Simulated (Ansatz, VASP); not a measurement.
## TiC in VASP and in Ansatz

```
CELL_PARAMETERS angstrom
0.00000 2.21000 2.21000
2.21000 0.00000 2.21000
2.21000 2.21000 0.00000
ATOMIC_POSITIONS crystal
Ti 0.00000 0.00000 0.00000
C 0.50000 0.50000 0.50000
```

Alike in both runs: task single point; functional PBE; k mesh 6 × 6 × 6; occupations gaussian, width 0.05 eV; no spin polarisation.

|  | VASP | Ansatz |
| --- | --- | --- |
| version | VASP 6.6.1 | Ansatz 0.2.0 |
| potentials or method | VASP PAW PBE potentials, release 64 (Ti_sv, C), cutoff 600 eV | scalar-relativistic, plane waves, PAW |
| valence electrons in the cell | 16 | 16 |

```csv
,VASP,Ansatz,Ansatz less VASP
gap on the k mesh at the Fermi level (eV),none,none,-
pressure (GPa),-13.1,-13.2,-0.14
```

A gap of «none» marks a metal or a gap that the smearing closes. The functional is the same, so the differences come from potentials, cutoffs and numerics.

The k mesh is coarse, so the values compare programs but aren't converged.
